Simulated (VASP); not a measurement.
# IrPt2 (P6_3/mmc) in VASP: single point with PBE

Aim: the single point of IrPt2 with PBE.

Program: VASP 6.6.1. These are calculated values, not measurements. Logs are shortened: lines on timing, memory, paths and dates and some standing lists are left out, and cuts for length are marked.

## Step 1: The cell of the first run

The structure is hexagonal, space group P6_3/mmc (No. 194). The conventional cell has a = 4.452 Å, b = 4.452 Å, c = 5.478 Å, α = 90.00°, β = 90.00°, γ = 120.00°. Ir (site symmetry -6m2) has 11 Pt at 2.57 to 2.91 Å within 3.4 Å. Pt (site symmetry -6m2) has 5 Ir at 2.57 to 2.74 Å and 6 Pt at 2.91 Å within 3.4 Å. Within 3.6 Å of Pt (site symmetry -3m) lie 8 Pt at 2.74 to 2.91 Å and 6 Ir at 2.91 Å.

The cell was built from a structure type or drawn by symmetry, and may not be a known phase.

## Step 2: Single point, PBE

INCAR

```
PREC     = Accurate       # precision mode
ENCUT    = 500            # plane-wave cutoff, eV
EDIFF    = 1E-6           # SCF threshold, eV
ISMEAR   = 0              # smearing method
SIGMA    = 0.2            # smearing width, eV
LREAL    = F              # projectors in reciprocal space
LASPH    = T              # aspherical terms in the spheres
NELM     = 120            # most SCF steps
ALGO     = Normal         # electronic algorithm
ISIF     = 2              # what is computed and relaxed
LWAVE    = F              # write WAVECAR
LCHARG   = F              # write CHGCAR
GGA      = PE             # functional
NBANDS   = 38             # bands
GGA_COMPAT= F
```

KPOINTS

```
Automatic mesh
0
Gamma
  5 5 3
```

POSCAR

```
IrPt2
1.0
    4.4522138075      0.0000000000      0.0000000000
   -2.2261069038      3.8557302604      0.0000000000
    0.0000000000      0.0000000000      5.4775116207
Ir Pt
2 4
Direct
    0.6666666667      0.3333333333      0.7500000000
    0.3333333333      0.6666666667      0.2500000000
    0.6666666667      0.3333333333      0.2500000000
    0.3333333333      0.6666666667      0.7500000000
    0.0000000000      0.0000000000      0.0000000000
    0.0000000000      0.0000000000      0.5000000000
```

Potentials or basis: VASP PAW PBE potentials, release 64 (Ir, Pt).

Run with:

```sh
$ cat potpaw_PBE.64/Ir/POTCAR potpaw_PBE.64/Pt/POTCAR > POTCAR
$ mpirun -np 1 vasp_std > vasp.out
```

OUTCAR:

```text
PREC = Accurate
   ENCUT = 500
   EDIFF = 1E-6
   ISMEAR = 0
   LREAL = F
   LASPH = T
   NELM = 120
   ISIF = 2
   GGA = PE

 ion  position               nearest neighbor table
   1  0.667  0.333  0.750-   4 2.57   4 2.57   4 2.57   3 2.74   3 2.74   5 2.91   6 2.91   5 2.91
                             6 2.91   5 2.91   6 2.91
   2  0.333  0.667  0.250-   3 2.57   3 2.57   3 2.57   4 2.74   4 2.74   5 2.91   6 2.91   6 2.91
                             5 2.91   6 2.91   5 2.91
   3  0.667  0.333  0.250-   2 2.57   2 2.57   2 2.57   1 2.74   1 2.74   5 2.91   6 2.91   5 2.91
                             6 2.91   5 2.91   6 2.91
   4  0.333  0.667  0.750-   1 2.57   1 2.57   1 2.57   2 2.74   2 2.74   5 2.91   6 2.91   6 2.91
                             5 2.91   6 2.91   5 2.91
   5  0.000  0.000  0.000-   6 2.74   6 2.74   3 2.91   4 2.91   1 2.91   2 2.91   1 2.91   3 2.91
                             2 2.91   4 2.91   1 2.91   3 2.91   2 2.91   4 2.91
   6  0.000  0.000  0.500-   5 2.74   5 2.74   3 2.91   4 2.91   1 2.91   2 2.91   1 2.91   3 2.91
                             2 2.91   4 2.91   1 2.91   3 2.91   2 2.91   4 2.91

  LATTYP: Found a hexagonal cell.
 ALAT       =     4.4522138075
 C/A-ratio  =     1.2302894375

  Lattice vectors:

 A1 = (   4.4522138075,   0.0000000000,   0.0000000000)
 A2 = (  -2.2261069038,   3.8557302604,   0.0000000000)
 A3 = (   0.0000000000,   0.0000000000,   5.4775116207)

Analysis of symmetry for initial positions (statically):
=====================================================================
 Subroutine PRICEL returns:
 Original cell was already a primitive cell.

 Routine SETGRP: Setting up the symmetry group for a
 hexagonal supercell.

 Subroutine GETGRP returns: Found 24 space group operations
 (whereof 12 operations were pure point group operations)
 out of a pool of 24 trial point group operations.

The static configuration has the point symmetry D_3d.
 The point group associated with its full space group is D_6h.

Analysis of symmetry for dynamics (positions and initial velocities):
=====================================================================
 Subroutine PRICEL returns:
 Original cell was already a primitive cell.

 Routine SETGRP: Setting up the symmetry group for a
 hexagonal supercell.

 Subroutine GETGRP returns: Found 24 space group operations
 (whereof 12 operations were pure point group operations)
 out of a pool of 24 trial point group operations.

The dynamic configuration has the point symmetry D_3d.
 The point group associated with its full space group is D_6h.

 Subroutine INISYM returns: Found 24 space group operations
 (whereof 12 operations are pure point group operations),
 and found     1 'primitive' translations

----------------------------------------------------------------------------------------

                                     Primitive cell

  volume of cell :      94.0299

  direct lattice vectors                    reciprocal lattice vectors
     4.452213807  0.000000000  0.000000000     0.224607362  0.129677121  0.000000000
    -2.226106904  3.855730260  0.000000000     0.000000000  0.259354242  0.000000000
     0.000000000  0.000000000  5.477511621     0.000000000  0.000000000  0.182564651

  length of vectors
     4.452213807  4.452213808  5.477511621     0.259354242  0.259354242  0.182564651

  position of ions in fractional coordinates (direct lattice)
     0.666666667  0.333333333  0.750000000
     0.333333333  0.666666667  0.250000000
     0.666666667  0.333333333  0.250000000
     0.333333333  0.666666667  0.750000000
     0.000000000  0.000000000  0.000000000
     0.000000000  0.000000000  0.500000000

  ion indices of the primitive-cell ions
   primitive index   ion index
                 1           1
                 2           2
                 3           3
                 4           4
                 5           5
                 6           6

----------------------------------------------------------------------------------------

 KPOINTS: Automatic mesh

Automatic generation of k-mesh.
 Grid dimensions read from file:
 generate k-points for:    5    5    3

 Generating k-lattice:

  Cartesian coordinates                     Fractional coordinates (reciprocal lattice)
     0.044921472  0.025935424  0.000000000     0.200000000  0.000000000  0.000000000
     0.000000000  0.051870848  0.000000000     0.000000000  0.200000000  0.000000000
     0.000000000  0.000000000  0.060854884     0.000000000  0.000000000  0.333333333

  Length of vectors
     0.051870848  0.051870848  0.060854884

  Shift w.r.t. Gamma in fractional coordinates (k-lattice)
     0.000000000  0.000000000  0.000000000

 Subroutine IBZKPT returns following result:
 ===========================================

 Found     10 irreducible k-points:

 Following reciprocal coordinates:
            Coordinates               Weight
  0.000000  0.000000  0.000000      1.000000
  0.200000 -0.000000  0.000000      6.000000
  0.400000 -0.000000  0.000000      6.000000
  0.200000  0.200000  0.000000      6.000000
  0.400000  0.200000  0.000000      6.000000
  0.000000  0.000000  0.333333      2.000000
  0.200000 -0.000000  0.333333     12.000000
  0.400000 -0.000000  0.333333     12.000000
  0.200000  0.200000  0.333333     12.000000
  0.400000  0.200000  0.333333     12.000000
   k-points           NKPTS =     10   k-points in BZ     NKDIM =     10   number of bands    NBANDS=     38
   number of dos      NEDOS =    301   number of ions     NIONS =      6
   total plane-waves  NPLWV =  40960
   dimension x,y,z NGX =    32 NGY =   32 NGZ =   40
   dimension x,y,z NGXF=    64 NGYF=   64 NGZF=   80
   ions per type =               2   4
   NGX,Y,Z   is equivalent  to a cutoff of  11.95, 11.95, 12.14 a.u.
   NGXF,Y,Z  is equivalent  to a cutoff of  23.90, 23.90, 24.28 a.u.
 SYSTEM =  unknown system
   PREC   = accura    normal or accurate (medium, high low for compatibility)
   ISTART =      0    job   : 0-new  1-cont  2-samecut
   ICHARG =      2    charge: 1-file 2-atom 10-const
   ISPIN  =      1    spin polarized calculation?
   LNONCOLLINEAR =      F non collinear calculations
   LSORBIT =      F    spin-orbit coupling
   LASPH  =      T    aspherical Exc in radial PAW
   ENCUT  =  500.0 eV  36.75 Ry    6.06 a.u.   8.12  8.12  9.99*2*pi/ulx,y,z
   NELM   =    120;   NELMIN=  2; NELMDL= -5     # of ELM steps
   EDIFF  = 0.1E-05   stopping-criterion for ELM
   LREAL  =      F    real-space projection
   EDIFFG = 0.1E-04   stopping-criterion for IOM
   NSW    =      0    number of steps for IOM
   IBRION =     -1    ionic relax: 0-MD 1-quasi-New 2-CG
   NFREE  =      0    steps in history (QN), initial steepest desc. (CG)
   ISIF   =      2    stress and relaxation
   ISYM   =      2    0-nonsym 1-usesym 2-fastsym
   POTIM  = 0.5000    time-step for ionic-motion
   TEBEG  =    0.0;   TEEND  =   0.0 temperature during run
   PSTRESS=    0.0 pullay stress
   NELECT =      58.0000    total number of electrons
   NUPDOWN=      -1.0000    fix difference up-down
   EMIN   =  10.00;   EMAX   =-10.00  energy-range for DOS
   EFERMI =   0.00;   METHOD = LEGACY
   ISMEAR =     0;   SIGMA  =   0.20  broadening in eV -4-tet -1-fermi 0-gaus
   EFERMI_NEDOS =   21; number of points for ismear=-14 and -15
   IALGO  =     38    algorithm
   IMIX   =      4    mixing-type and parameters
     AMIX     =   0.40;   BMIX     =  1.00
     AMIX_MAG =   1.60;   BMIX_MAG =  1.00
  volume/ion in A,a.u.               =      15.67       105.76
  Fermi-wavevector in a.u.,A,eV,Ry     =   1.393570  2.633466 26.423029  1.942038
  Thomas-Fermi vector in A             =   2.517203
   LORBIT       =      0    0 simple, 1 ext, 2 COOP (PROOUT), +10 PAW based schemes
   GGA     = PE    functional components
   LHFCALC =     F    Hartree Fock is set to
   AEXX    =    0.0000 exact exchange contribution
   IVDW    =     0    specifies the selected vdW correction
   LEPSILON=     F    determine dielectric tensor
   LRPA    =     F    only Hartree local field effects (RPA)
 non-spin polarized calculation
 Gauss-broadening in eV      SIGMA  =   0.20
  energy-cutoff  :      500.00
  volume of cell :       94.03
 maximum number of plane-waves:      2399
   NGX = 17   NGY = 17   NGZ = 19

 number of electron      57.9999993 magnetization

 Free energy of the ion-electron system (eV)
  ---------------------------------------------------
  ext. energy  EPLUGINS =         0.00000000
  ---------------------------------------------------
  free energy    TOTEN  =       -40.46280963 eV

  energy without entropy =      -40.26087352  energy(sigma->0) =      -40.36184157

 E-fermi :   9.9173     XC(G=0): -13.2876

 val. band max:        9.9121989210   @ k =   0.2000  -0.0000   0.3333
 cond. band min:       9.9488780356   @ k =   0.0000   0.0000   0.3333
 fundamental gap:      0.0366791146
 Fermi energy:         9.9173123658

 k-point     1 :       0.0000    0.0000    0.0000
  band No.  band energies     occupation
      1       0.0519      2.00000
      2       3.6002      2.00000
      3       3.6841      2.00000
      4       3.8009      2.00000
      5       3.8009      2.00000
      6       4.1140      2.00000
[... 30 lines left out ...]
     37      17.5499      0.00000
     38      17.6193      0.00000

 k-point     2 :       0.2000   -0.0000    0.0000
  band No.  band energies     occupation
      1       0.6046      2.00000
      2       3.2065      2.00000
      3       3.6783      2.00000
      4       3.9638      2.00000
      5       4.0157      2.00000
      6       4.2154      2.00000
[... 30 lines left out ...]
     37      17.1383      0.00000
     38      17.3180      0.00000
[... 285 lines left out ...]
     37      16.5513      0.00000
     38      18.0228      0.00000

 k-point    10 :       0.4000    0.2000    0.3333
  band No.  band energies     occupation
      1       3.0837      2.00000
      2       3.5386      2.00000
      3       3.6374      2.00000
      4       3.6838      2.00000
      5       3.9241      2.00000
      6       4.3084      2.00000
[... 30 lines left out ...]
     37      17.6975      0.00000
     38      18.5531      0.00000

------------------------ aborting loop because EDIFF is reached ----------------------------------------

  FORCE on cell =-STRESS in cart. coord.  units (eV):
  Direction    XX          YY          ZZ          XY          YZ          ZX
  --------------------------------------------------------------------------------------
  -------------------------------------------------------------------------------------
  Total       -0.1122882     -0.1122882     -0.2331495      0.0000000      0.0000000     -0.0000000
  in kB       -1.9132810     -1.9132810     -3.9726385      0.0000000      0.0000000     -0.0000000
  external PRESSURE =      -2.5997335 kB  Pullay stress =       0.0000000 kB

 VOLUME and BASIS-vectors are now :
 -----------------------------------------------------------------------------
  energy-cutoff  :      500.00
  volume of cell :       94.03
      direct lattice vectors                 reciprocal lattice vectors
     4.452213807  0.000000000  0.000000000     0.224607362  0.129677121  0.000000000
    -2.226106904  3.855730260  0.000000000     0.000000000  0.259354242  0.000000000
     0.000000000  0.000000000  5.477511621     0.000000000  0.000000000  0.182564651

 POSITION                                       TOTAL-FORCE (eV/Angst)
 -----------------------------------------------------------------------------------
      2.22611      1.28524      4.10813         0.000000     -0.000000      0.000000
     -0.00000      2.57049      1.36938        -0.000000      0.000000      0.000000
      2.22611      1.28524      1.36938        -0.000000      0.000000     -0.000000
     -0.00000      2.57049      4.10813         0.000000     -0.000000     -0.000000
      0.00000      0.00000      0.00000        -0.000000      0.000000      0.000000
      0.00000      0.00000      2.73876        -0.000000      0.000000      0.000000
 -----------------------------------------------------------------------------------
    total drift:                               -0.000000      0.000000      0.000000

  FREE ENERGIE OF THE ION-ELECTRON SYSTEM (eV)
  ---------------------------------------------------
  free  energy   TOTEN  =       -40.4628096261 eV

  energy  without entropy=      -40.2608735172  energy(sigma->0) =      -40.36184157
```

It took 37 s on 1 thread of Intel Xeon Platinum 8375C at 2.90GHz (Ice Lake), shared host; peak memory 0.2 GiB.

Results:

```yaml
Free_energy: -40.4628 eV
Pressure: -0.3 GPa
Band_gap_on_the_k_mesh: zero (bands 29 and 30 overlap by 0.82 eV)
```

Stress tensor (GPa, compression positive):
```
-0.19  0.00  0.00
 0.00 -0.19  0.00
 0.00  0.00 -0.40
```

Levels at points of the mesh, in eV from the Fermi level:
| k point | band 24 | band 25 | band 26 | band 27 | band 28 | band 29 | band 30 | band 31 | band 32 | band 33 |
| --- | --- | --- | --- | --- | --- | --- | --- | --- | --- | --- |
| (0.00, 0.00, 0.00) | -1.71 | -0.61 | -0.61 | 0.06 | 0.06 | 0.63 | 0.63 | 1.60 | 1.87 | 2.74 |

Caveat: the k points lie up to 0.38 Å⁻¹ apart, too coarse for converged energies and pressures of a metal; spin-orbit coupling is left out, which moves the levels of the heavy elements.
